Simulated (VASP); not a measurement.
Runs of VASP 6.6.1 on Pb. The structure is that of space group P6_3/mmc (No. 194), or close to it. The cells are those of the table. 

```csv
task,cell,gap on the mesh (eV),pressure (GPa)
single point,"a = 3.480, b = 3.480, c = 5.590 Å, angles 90.0, 90.0, 120.0°, 2 atoms",none,3.9
single point,"a = 3.376, b = 3.376, c = 5.590 Å, angles 90.0, 90.0, 120.0°, 2 atoms",none,8.2
single point,"a = 3.410, b = 3.410, c = 5.590 Å, angles 90.0, 90.0, 120.0°, 2 atoms",none,6.6
electric field gradients,"a = 3.480, b = 3.480, c = 5.534 Å, angles 90.0, 90.0, 120.0°, 2 atoms",none,4.4
electric field gradients,"a = 3.480, b = 3.480, c = 5.422 Å, angles 90.0, 90.0, 120.0°, 2 atoms",none,5.7
electric field gradients,"a = 3.480, b = 3.480, c = 5.590 Å, angles 90.0, 90.0, 120.0°, 2 atoms",none,3.9
single point,"a = 3.515, b = 3.515, c = 5.590 Å, angles 90.0, 90.0, 120.0°, 2 atoms",none,(a)
electric field gradients,"a = 3.410, b = 3.410, c = 5.590 Å, angles 90.0, 90.0, 120.0°, 2 atoms",none,6.6
single point,"a = 3.480, b = 3.480, c = 5.702 Å, angles 90.0, 90.0, 120.0°, 2 atoms",none,(b)
single point,"a = 3.550, b = 3.550, c = 5.590 Å, angles 90.0, 90.0, 120.0°, 2 atoms",none,1.8
single point,"a = 3.584, b = 3.584, c = 5.590 Å, angles 90.0, 90.0, 120.0°, 2 atoms",none,0.9
```

Alike in all rows: level PBE; potentials or basis VASP PAW PBE potentials, release 64 (Pb_d); no spin polarisation; k mesh 12 × 12 × 7; cutoff (eV) 520; smearing fermi-dirac 0.05 eV.

Question: Estimate the missing entries.

Answer: (a) 2.8; (b) 3.0.

Caveats: spin-orbit coupling is left out, which moves the levels of the heavy elements.

A k mesh can miss the band edges, and the runs leave out spin-orbit coupling on Pb.

A gap of «none» marks levels without a gap at the run's occupations.
